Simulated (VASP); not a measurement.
# Al30Cu (a cell with a defect) in VASP: single point with PBEsol

Aim: the single point of Al30Cu (a cell with a defect) with PBEsol.

Everything below comes from runs of VASP 6.6.1. Logs are shortened: lines on timing, memory, paths and dates and some standing lists are left out, and cuts for length are marked.

## Step 1: The cell of the first run

The cell holds a defect, 31 atoms: a = 8.100 Å, b = 8.100 Å, c = 8.100 Å, α = 90.00°, β = 90.00°, γ = 90.00°.

## Step 2: Single point, PBEsol

The input, INCAR:

```
SYSTEM = Al30Cu
PREC     = Accurate       ! precision mode
ENCUT    = 520            ! plane-wave cutoff, eV
EDIFF    = 1E-6           ! SCF threshold, eV
ISMEAR   = 0              ! smearing method
SIGMA    = 0.05           ! smearing width, eV
LREAL    = Auto         
LASPH    = .True.         ! aspherical terms in the spheres
NELM     = 60             ! most SCF steps
ALGO     = Normal         ! electronic algorithm
ISIF     = 2              ! what is computed and relaxed
LWAVE    = .False.        ! write WAVECAR
LCHARG   = .False.        ! write CHGCAR
GGA      = PS             ! functional
NBANDS   = 72             ! bands
```

The input, KPOINTS:

```
Automatic mesh
0
Gamma
  3 3 3
  0 0 0
```

The input, POSCAR:

```
Al30Cu
1.0
    8.1000000000      0.0000000000      0.0000000000
    0.0000000000      8.1000000000      0.0000000000
    0.0000000000      0.0000000000      8.1000000000
Al Cu
30 1
Direct
    0.5023013580      0.0045450617      0.0001244444
    0.7506218519      0.0044250617      0.2483027160
    0.2402453086      0.2420446914      0.0001240741
    0.5030532099      0.4969812346      0.0001243210
    0.7579914815      0.7597987654      0.0001246914
    0.2469553086     -0.0037907407      0.2491645679
    0.5009906173      0.2508995062      0.2483327160
    0.7491393827      0.4990450617      0.2483225926
    0.4966733333     -0.0015246914      0.5001239506
    0.7483101235      0.2517300000      0.5001235802
    0.7506211111      0.0044275309      0.7519450617
   -0.0044948148      0.4977506173      0.0001243210
    0.2492602469      0.7507767901      0.0001244444
   -0.0044125926      0.2493898765      0.2482595062
    0.2505496296      0.4992787654      0.2506217284
    0.5007481481      0.7494806173      0.2506185185
    0.0026939506     -0.0026548148      0.5001240741
    0.2507243210      0.2487876543      0.5001228395
    0.5003420988      0.4996972840      0.5001250617
    0.7512445679      0.7492950617      0.5001245679
    0.2469560494     -0.0037895062      0.7510823457
    0.5009903704      0.2509003704      0.7519165432
    0.7491401235      0.4990445679      0.7519256790
    0.0038259259      0.7530793827      0.2491733333
    0.0015555556      0.5033411111      0.5001248148
    0.2530093827      0.7470214815      0.5001245679
   -0.0044117284      0.2493912346      0.7519883951
    0.2505487654      0.4992793827      0.7496261728
    0.5007491358      0.7494820988      0.7496324691
    0.0038241975      0.7530816049      0.7510777778
    0.9411832099      0.0587544444      0.0001243210
```

Potentials or basis: VASP PAW PBE potentials, release 64 (Al, Cu).

On the command line:

```sh
> cat potpaw_PBE.64/Al/POTCAR potpaw_PBE.64/Cu/POTCAR > POTCAR
> mpirun -np 1 vasp_std > vasp.out
```

OUTCAR:

```text
SYSTEM = Al30Cu
   PREC = Accurate
   ENCUT = 520
   EDIFF = 1E-6
   ISMEAR = 0
   LREAL = Auto
   LASPH = .True.
   NELM = 60
   ISIF = 2
   GGA = PS

 ion  position               nearest neighbor table
   1  0.502  0.005  0.000-   7 2.83  22 2.83   2 2.84  11 2.84   3 2.86   5 2.87   6 2.89  21 2.89
                            29 2.90  16 2.90  13 2.90
   2  0.751  0.004  0.248-  31 2.57  14 2.81   5 2.82   7 2.84   1 2.84  10 2.86  17 2.89  24 2.89
                            16 2.89   9 2.90  20 2.90
   3  0.240  0.242  0.000-  27 2.82  14 2.82   6 2.84  21 2.84  31 2.84   1 2.86  12 2.87  15 2.91
                            28 2.91  22 2.92   7 2.92   4 2.97
   4  0.503  0.497  0.000-   8 2.83  23 2.83  22 2.83   7 2.83  29 2.88  16 2.88  15 2.88  28 2.88
                            13 2.91   3 2.97   5 2.97
   5  0.758  0.760  0.000-   2 2.82  11 2.82  30 2.84  24 2.84  31 2.84  12 2.86   1 2.87  29 2.91
                            16 2.91   8 2.92  23 2.92   4 2.97
   6  0.247  0.996  0.249-  24 2.79  13 2.83   3 2.84  17 2.84  26 2.87  16 2.87   9 2.87  18 2.88
                            14 2.89   1 2.89   7 2.91
   7  0.501  0.251  0.248-   4 2.83   1 2.83   2 2.84   8 2.84  15 2.86  10 2.86  19 2.87  18 2.88
                             9 2.89   6 2.91   3 2.92
   8  0.749  0.499  0.248-   4 2.83  12 2.83  14 2.84   7 2.84  16 2.86  10 2.86  19 2.87  20 2.88
                            25 2.89  24 2.91   5 2.92
   9  0.497  0.998  0.500-  26 2.84  18 2.84  16 2.86  29 2.86  21 2.87   6 2.87  20 2.89   7 2.89
[... 28 lines left out ...]
                            25 2.89  30 2.91   5 2.92
  24  0.004  0.753  0.249-   6 2.79  13 2.83   5 2.84  17 2.84  26 2.86  15 2.87  25 2.87  20 2.88
                            12 2.89   2 2.89   8 2.91
  25  0.002  0.503  0.500-  26 2.84  20 2.84  28 2.86  15 2.86  24 2.87  30 2.87  18 2.89  23 2.89
                             8 2.89  10 2.89  27 2.90  14 2.90
  26  0.253  0.747  0.500-  19 2.83   9 2.84  25 2.84  28 2.85  16 2.85  15 2.85  29 2.85  24 2.86
                            30 2.87  21 2.87   6 2.87  17 2.87
  27  0.996  0.249  0.752-  31 2.57  11 2.81   3 2.82  23 2.84  12 2.84  10 2.86  17 2.89  21 2.89
                            28 2.89  25 2.90  18 2.90
  28  0.251  0.499  0.750-  26 2.85  25 2.86  22 2.86  19 2.86  18 2.86  29 2.87  30 2.87  13 2.88
                             4 2.88  27 2.89  12 2.90   3 2.91
  29  0.501  0.749  0.750-  26 2.85   9 2.86  23 2.86  19 2.86  20 2.86  28 2.87  21 2.87  13 2.88
                             4 2.88  11 2.89   1 2.90   5 2.91
  30  0.004  0.753  0.751-  21 2.79  13 2.83   5 2.84  17 2.84  26 2.87  28 2.87  25 2.87  20 2.88
                            12 2.89  11 2.89  23 2.91
  31  0.941  0.059  0.000-   2 2.57  11 2.57  14 2.57  27 2.57   5 2.84   3 2.84

  LATTYP: Found a simple cubic cell.
 ALAT       =     8.1000000000

  Lattice vectors:

 A1 = (   8.1000000000,   0.0000000000,   0.0000000000)
 A2 = (   0.0000000000,   8.1000000000,   0.0000000000)
 A3 = (   0.0000000000,   0.0000000000,   8.1000000000)

Analysis of symmetry for initial positions (statically):
=====================================================================
 Subroutine PRICEL returns:
 Original cell was already a primitive cell.

 Routine SETGRP: Setting up the symmetry group for a
 simple cubic supercell.

 Subroutine GETGRP returns: Found  2 space group operations
 (whereof  1 operations were pure point group operations)
 out of a pool of 48 trial point group operations.

The static configuration has the point symmetry C_1 .
 The point group associated with its full space group is C_1h.

Analysis of symmetry for dynamics (positions and initial velocities):
=====================================================================
 Subroutine PRICEL returns:
 Original cell was already a primitive cell.

 Routine SETGRP: Setting up the symmetry group for a
 simple cubic supercell.

 Subroutine GETGRP returns: Found  2 space group operations
 (whereof  1 operations were pure point group operations)
 out of a pool of 48 trial point group operations.

The dynamic configuration has the point symmetry C_1 .
 The point group associated with its full space group is C_1h.

 Subroutine INISYM returns: Found  2 space group operations
 (whereof  1 operations are pure point group operations),
 and found     1 'primitive' translations

----------------------------------------------------------------------------------------

                                     Primitive cell

  volume of cell :     531.4410

  direct lattice vectors                    reciprocal lattice vectors
     8.100000000  0.000000000  0.000000000     0.123456790  0.000000000  0.000000000
     0.000000000  8.100000000  0.000000000     0.000000000  0.123456790  0.000000000
     0.000000000  0.000000000  8.100000000     0.000000000  0.000000000  0.123456790

  length of vectors
     8.100000000  8.100000000  8.100000000     0.123456790  0.123456790  0.123456790
[... 69 lines left out ...]

 KPOINTS: Automatic mesh

Automatic generation of k-mesh.
 Grid dimensions read from file:
 generate k-points for:    3    3    3

 Generating k-lattice:

  Cartesian coordinates                     Fractional coordinates (reciprocal lattice)
     0.041152263  0.000000000  0.000000000     0.333333333  0.000000000  0.000000000
     0.000000000  0.041152263  0.000000000     0.000000000  0.333333333  0.000000000
     0.000000000  0.000000000  0.041152263     0.000000000  0.000000000  0.333333333

  Length of vectors
     0.041152263  0.041152263  0.041152263

  Shift w.r.t. Gamma in fractional coordinates (k-lattice)
     0.000000000  0.000000000  0.000000000

 Subroutine IBZKPT returns following result:
 ===========================================

 Found     10 irreducible k-points:

 Following reciprocal coordinates:
            Coordinates               Weight
  0.000000  0.000000  0.000000      1.000000
  0.333333  0.000000  0.000000      2.000000
  0.000000  0.333333  0.000000      2.000000
  0.000000  0.000000  0.333333      2.000000
  0.333333  0.333333  0.000000      2.000000
  0.000000  0.333333  0.333333      4.000000
  0.333333  0.000000  0.333333      4.000000
 -0.333333  0.333333  0.000000      2.000000
  0.333333  0.333333  0.333333      4.000000
 -0.333333  0.333333  0.333333      4.000000
   k-points           NKPTS =     10   k-points in BZ     NKDIM =     10   number of bands    NBANDS=     72
   number of dos      NEDOS =    301   number of ions     NIONS =     31
   total plane-waves  NPLWV = 216000
   dimension x,y,z NGX =    60 NGY =   60 NGZ =   60
   dimension x,y,z NGXF=   120 NGYF=  120 NGZF=  120
   ions per type =              30   1
   NGX,Y,Z   is equivalent  to a cutoff of  12.31, 12.31, 12.31 a.u.
   NGXF,Y,Z  is equivalent  to a cutoff of  24.63, 24.63, 24.63 a.u.
 SYSTEM =  Al30Cu
   PREC   = accura    normal or accurate (medium, high low for compatibility)
   ISTART =      0    job   : 0-new  1-cont  2-samecut
   ICHARG =      2    charge: 1-file 2-atom 10-const
   ISPIN  =      1    spin polarized calculation?
   LNONCOLLINEAR =      F non collinear calculations
   LSORBIT =      F    spin-orbit coupling
   LASPH  =      T    aspherical Exc in radial PAW
   ENCUT  =  520.0 eV  38.22 Ry    6.18 a.u.  15.06 15.06 15.06*2*pi/ulx,y,z
   NELM   =     60;   NELMIN=  2; NELMDL= -5     # of ELM steps
   EDIFF  = 0.1E-05   stopping-criterion for ELM
   LREAL  =      T    real-space projection
   EDIFFG = 0.1E-04   stopping-criterion for IOM
   NSW    =      0    number of steps for IOM
   IBRION =     -1    ionic relax: 0-MD 1-quasi-New 2-CG
   NFREE  =      0    steps in history (QN), initial steepest desc. (CG)
   ISIF   =      2    stress and relaxation
   ISYM   =      2    0-nonsym 1-usesym 2-fastsym
   POTIM  = 0.5000    time-step for ionic-motion
   TEBEG  =    0.0;   TEEND  =   0.0 temperature during run
   PSTRESS=    0.0 pullay stress
   NELECT =     101.0000    total number of electrons
   NUPDOWN=      -1.0000    fix difference up-down
   EMIN   =  10.00;   EMAX   =-10.00  energy-range for DOS
   EFERMI =   0.00;   METHOD = LEGACY
   ISMEAR =     0;   SIGMA  =   0.05  broadening in eV -4-tet -1-fermi 0-gaus
   EFERMI_NEDOS =   21; number of points for ismear=-14 and -15
   IALGO  =     38    algorithm
   IMIX   =      4    mixing-type and parameters
     AMIX     =   0.40;   BMIX     =  1.00
     AMIX_MAG =   1.60;   BMIX_MAG =  1.00
  volume/ion in A,a.u.               =      17.14       115.69
  Fermi-wavevector in a.u.,A,eV,Ry     =   0.941233  1.778672 12.053656  0.885919
  Thomas-Fermi vector in A             =   2.068723
   LORBIT       =      0    0 simple, 1 ext, 2 COOP (PROOUT), +10 PAW based schemes
   GGA     = PS    functional components
   LHFCALC =     F    Hartree Fock is set to
   AEXX    =    0.0000 exact exchange contribution
   IVDW    =     0    specifies the selected vdW correction
   LEPSILON=     F    determine dielectric tensor
   LRPA    =     F    only Hartree local field effects (RPA)
 non-spin polarized calculation
 Gauss-broadening in eV      SIGMA  =   0.05
  energy-cutoff  :      520.00
  volume of cell :      531.44
 maximum number of plane-waves:     14358
   NGX = 31   NGY = 31   NGZ = 31

 number of electron     100.9999990 magnetization

 Free energy of the ion-electron system (eV)
  ---------------------------------------------------
  ext. energy  EPLUGINS =         0.00000000
  ---------------------------------------------------
  free energy    TOTEN  =      -126.18086922 eV

  energy without entropy =     -126.17324756  energy(sigma->0) =     -126.17705839

 E-fermi :   7.2530     XC(G=0): -10.1195

 val. band max:        7.2526654472   @ k =   0.0000   0.0000   0.0000
 cond. band min:       7.3092183185   @ k =   0.3333   0.0000   0.3333
 fundamental gap:      0.0565528713
 Fermi energy:         7.2530330456

 k-point     1 :       0.0000    0.0000    0.0000
  band No.  band energies     occupation
      1      -3.4412      2.00000
      2      -1.3065      2.00000
      3      -1.3057      2.00000
      4      -1.2776      2.00000
      5      -1.2597      2.00000
      6      -1.1056      2.00000
[... 639 lines left out ...]
     61       9.1728      0.00000
     62       9.2124      0.00000
 [bands above 62 left out]

------------------------ aborting loop because EDIFF is reached ----------------------------------------

  FORCE on cell =-STRESS in cart. coord.  units (eV):
  Direction    XX          YY          ZZ          XY          YZ          ZX
  --------------------------------------------------------------------------------------
  -------------------------------------------------------------------------------------
  Total      -12.9322756    -12.9327662     -8.5120442      0.1412366      0.0000000      0.0000000
  in kB      -38.9879568    -38.9894360    -25.6619347      0.4257970      0.0000000      0.0000000
  external PRESSURE =     -34.5464425 kB  Pullay stress =       0.0000000 kB

 VOLUME and BASIS-vectors are now :
 -----------------------------------------------------------------------------
  energy-cutoff  :      520.00
  volume of cell :      531.44
      direct lattice vectors                 reciprocal lattice vectors
     8.100000000  0.000000000  0.000000000     0.123456790  0.000000000  0.000000000
     0.000000000  8.100000000  0.000000000     0.000000000  0.123456790  0.000000000
     0.000000000  0.000000000  8.100000000     0.000000000  0.000000000  0.123456790

 POSITION                                       TOTAL-FORCE (eV/Angst)
 -----------------------------------------------------------------------------------
      4.06864      0.03681      0.00101        -0.040866     -0.007070      0.000000
      6.08004      0.03584      2.01125        -0.020008      0.024776     -0.029505
      1.94599      1.96056      0.00101        -0.009673      0.012930      0.000000
      4.07473      4.02555      0.00101        -0.006542      0.006995      0.000000
      6.13973      6.15437      0.00101        -0.013566      0.008962      0.000000
      2.00034      8.06930      2.01823        -0.022477      0.008143      0.000084
[... 23 lines left out ...]
      0.03098      6.09996      6.08373        -0.008562      0.022369      0.000235
      7.62358      0.47591      0.00101         0.310110     -0.309866      0.000000
 -----------------------------------------------------------------------------------
    total drift:                                0.030709     -0.025514     -0.000614

  FREE ENERGIE OF THE ION-ELECTRON SYSTEM (eV)
  ---------------------------------------------------
  free  energy   TOTEN  =      -126.1808692245 eV

  energy  without entropy=     -126.1732475615  energy(sigma->0) =     -126.17705839
```

Wall time 25 min (1 thread of Oxide Virtual Turin-like, shared host); peak memory 0.57 GiB.

What came out:

```yaml
Free_energy: -126.1809 eV
Pressure: -3.5 GPa
Largest_force: 0.438 eV/Å
```

Forces in eV/Å, atoms in the order of the input:
```
Al  -0.041 -0.007  0.000
Al  -0.020  0.025 -0.030
Al  -0.010  0.013  0.000
Al  -0.007  0.007  0.000
Al  -0.014  0.009  0.000
Al  -0.022  0.008  0.000
Al  -0.006  0.002 -0.009
Al  -0.002  0.006 -0.010
Al  -0.014  0.004  0.000
Al  -0.005  0.006  0.000
Al  -0.020  0.025  0.030
Al   0.006  0.041  0.000
Al  -0.005  0.006  0.000
Al  -0.025  0.020 -0.030
Al  -0.001  0.006  0.013
Al  -0.005  0.002  0.013
Al  -0.012  0.012  0.000
Al  -0.023 -0.001  0.000
Al   0.000  0.000  0.000
Al   0.001  0.022  0.000
Al  -0.022  0.008  0.000
Al  -0.006  0.002  0.009
Al  -0.002  0.006  0.010
Al  -0.009  0.022  0.000
Al  -0.003  0.013  0.000
Al  -0.003  0.004  0.000
Al  -0.025  0.020  0.030
Al  -0.001  0.006 -0.013
Al  -0.005  0.002 -0.013
Al  -0.009  0.022  0.000
Cu   0.310 -0.310  0.000
```

Levels at points of the mesh, in eV from the Fermi level:
```tsv
k point	band 47	band 48	band 49	band 50	band 51	band 52	band 53	band 54	band 55	band 56
(0.00, 0.00, 0.00)	-0.32	-0.16	-0.09	0.00	0.56	0.67	0.67	0.68	0.73	0.80
```

Caveat: the PAW data sets were made with another functional, which shifts forces and pressure a little.
